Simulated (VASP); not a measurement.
Write the native input for VASP 6.6.1 that does the following.

| Item | Value |
| --- | --- |
| Task | relaxation of cell and atoms |
| Functional | PBE |
| Potentials or basis | VASP PAW PBE potentials, release 64 (Zn, S) |
| Cutoff | 600 eV |
| k mesh | 16 × 16 × 16 |
| Occupations | fermi-dirac, width 0.08 eV |
| Spin | no spin polarisation |
| Target pressure | 68 GPa |
| Dipole correction | no |
| Further INCAR settings | ALGO = Normal; EDIFF = 1e-06; IBRION = 2; EDIFFG = -0.005; NSW = 60; ISIF = 3 |

The structure of ZnS (CsCl type) lies in POSCAR:

```
ZnS
1.0
    2.8209383817      0.0000000000      0.0000000000
    0.0000000000      2.8209383817      0.0000000000
    0.0000000000      0.0000000000      2.8209383817
Zn S
1 1
Direct
    0.0000000000      0.0000000000      0.0000000000
    0.5000000000      0.5000000000      0.5000000000
```

These files were run (other wordings do the same):

INCAR

```
SYSTEM = ZnS
PREC = Accurate
ENCUT = 600
EDIFF = 1E-6
ISMEAR = -1
SIGMA = 0.08
LREAL = .FALSE.
LASPH = .TRUE.
NELM = 80
ALGO = Normal
ISIF = 3
LWAVE = .FALSE.
LCHARG = .FALSE.
GGA = PE
IBRION = 2
NSW = 60
EDIFFG = -0.005
PSTRESS = 680.0
```

KPOINTS

```
regular mesh
0
G
  16 16 16
  0 0 0
```

Potentials or basis: VASP PAW PBE potentials, release 64 (Zn, S).

Launch:

```bash
$ cat potpaw_PBE.64/Zn/POTCAR potpaw_PBE.64/S/POTCAR > POTCAR
$ mpirun -np 1 vasp_std > vasp.out
```

It gave:

```
Relaxed volume                                             : 11.13 Å³/atom
Relaxed cell                                               : a = 2.813 Å, b = 2.813 Å, c = 2.813 Å, α = 90.00°, β = 90.00°, γ = 90.00°
Space group after relaxing (to 0.1 Å)                      : Pm-3m (No. 221)
Energy change on relaxing (the run minimises the enthalpy) : +38.2 meV/atom
Ionic steps                                                : 5
Pressure after relaxing                                    : 68.0 GPa
Band gap on the k mesh                                     : zero (bands 9 and 10 overlap by 2.48 eV)
```

Caveat: the cell is relaxed towards a set pressure, so the run minimises the enthalpy, not the energy.

Wall time 58 s on 1 thread of AMD EPYC 9R45 96-Core Processor (Zen 5), with other jobs on the host, peak memory 0.16 GiB.
